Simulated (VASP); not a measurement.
Input of a VASP 6.6.1 run:

The input POSCAR:

```
HgTe
1.0
   -3.0456030000      3.0456030000      1.5594100000
    3.0456030000     -3.0456030000      1.5594100000
    3.0456030000      3.0456030000     -1.5594100000
Hg Te
1 1
Direct
    0.7500000000      0.2500000000      0.5000000000
    0.0000000000      0.0000000000      0.0000000000
```

Contents of INCAR.step1:

```
SYSTEM = HgTe
  PREC = Accurate
  ENCUT = 520
  EDIFF = 1E-5
  ISMEAR = -1
  SIGMA = 0.05
  LREAL = .False.
  LASPH = .True.
  NELM = 100
  ALGO = Normal
  ISIF = 2
  LWAVE = .True.
  LCHARG = .False.
  NBANDS = 16
  GGA = PE
```

INCAR.step2

```
SYSTEM = HgTe
  PREC = Accurate
  ENCUT = 520
  EDIFF = 1E-6
  ISMEAR = -1
  SIGMA = 0.05
  LREAL = .False.
  LASPH = .True.
  NELM = 100
  ALGO = Normal
  ISIF = 2
  LWAVE = .False.
  LCHARG = .False.
  METAGGA = R2SCAN
  LHFCALC = .True.
  AEXX = 0.1
  LMIXTAU = .True.
  PRECFOCK = Normal
  NBANDS = 16
  ISTART = 1
```

The input KPOINTS:

```
Automatic mesh
0
Gamma
  5 5 5
  0 0 0
```

Potentials or basis: VASP PAW PBE potentials, release 64 (Hg, Te).

The run is started by

```sh
$ cat potpaw_PBE.64/Hg/POTCAR potpaw_PBE.64/Te/POTCAR > POTCAR
$ cp INCAR.step1 INCAR
$ mpirun -np 1 vasp_std > vasp.out
$ cp INCAR.step2 INCAR
$ mpirun -np 1 vasp_std > vasp.out
```

(1) Estimate the band gap on the k mesh.

(2) What does it give for the pressure?

Results:

(1) zero (bands 9 and 10 overlap by 2.04 eV).

(2) -1.4 GPa.

Caveat: the k points lie up to 0.45 Å⁻¹ apart, too coarse for converged energies and pressures of a metal; the PAW data sets were made with another functional, which shifts forces and pressure a little; spin-orbit coupling is left out, which moves the levels of the heavy elements.
